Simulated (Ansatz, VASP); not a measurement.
# AgI: VASP beside Ansatz

Contents of POSCAR:

```
AgI
1.0
   -2.3008453076      2.3008453076      3.2575099126
    2.3008453076     -2.3008453076      3.2575099126
    2.3008453076      2.3008453076     -3.2575099126
Ag I
1 1
Direct
    0.2500000000      0.7500000000      0.5000000000
    0.0000000000      0.0000000000      0.0000000000
```

The input INCAR.step1:

```
SYSTEM = AgI
PREC = Accurate ; ENCUT = 550
ISMEAR = 0 ; SIGMA = 0.01
LREAL = .False. ; LASPH = .True.
NELM = 120 ; NBANDS = 16
GGA = PE ; ALGO = Normal
EDIFF = 1E-5 ; LWAVE = .True.
LCHARG = .False. ; GGA_COMPAT = .False.
```

The input INCAR.step2:

```
SYSTEM = AgI
PREC = Accurate ; ENCUT = 550
EDIFF = 1E-6 ; ISMEAR = 0
SIGMA = 0.01 ; LREAL = .False.
LASPH = .True. ; NELM = 120
ALGO = Normal ; ISIF = 2
LWAVE = .False. ; LCHARG = .True.
METAGGA = R2SCAN ; LMIXTAU = .True.
LELF = .True. ; LVHAR = .True.
NBANDS = 16 ; ISTART = 1
GGA_COMPAT = .False.
```

File KPOINTS:

```
Automatic mesh
0
Gamma
  6 6 6
  0 0 0
```

Input for Ansatz:

```yaml
crystal:
  lattice:
    - [-2.3008453076, 2.3008453076, 3.2575099126]
    - [2.3008453076, -2.3008453076, 3.2575099126]
    - [2.3008453076, 2.3008453076, -3.2575099126]
  atoms:
    - { symbol: Ag, position: [0.25, 0.75, 0.5] }
    - { symbol: I, position: [0.0, 0.0, 0.0] }
kpoints:
  mp_grid: { grid: [6, 6, 6] }
hamiltonian:
  xc: r2scan
scf:
  occupations: { method: fixed }
  n_extra_bands: 4
output:
  forces: true
  stress: true
  eigenvalues: true
```

Alike in both runs: task single point; functional r2SCAN; k mesh 6 × 6 × 6; no spin polarisation.

```csv
,VASP,Ansatz
version,VASP 6.6.1,Ansatz 0.2.0
potentials or method,"VASP PAW PBE potentials, release 64 (Ag, I)","plane waves, PAW"
plane-wave cutoff (eV),550,500
occupations,"gaussian, width 0.01 eV",fixed
valence electrons in the cell,18,36
```

|  | VASP | Ansatz | Ansatz less VASP |
| --- | --- | --- | --- |
| gap on the k mesh at the Fermi level (eV) | 1.79 | 1.82 | +0.031 |
| pressure (GPa) | 0.8 | 1.0 | +0.12 |

VASP's potentials were made for PBE, not for r2SCAN. VASP's potentials hold 18 valence electrons a cell and Ansatz's 36, so a difference there can come from the potentials and not from the codes.

Spin-orbit coupling is off throughout.
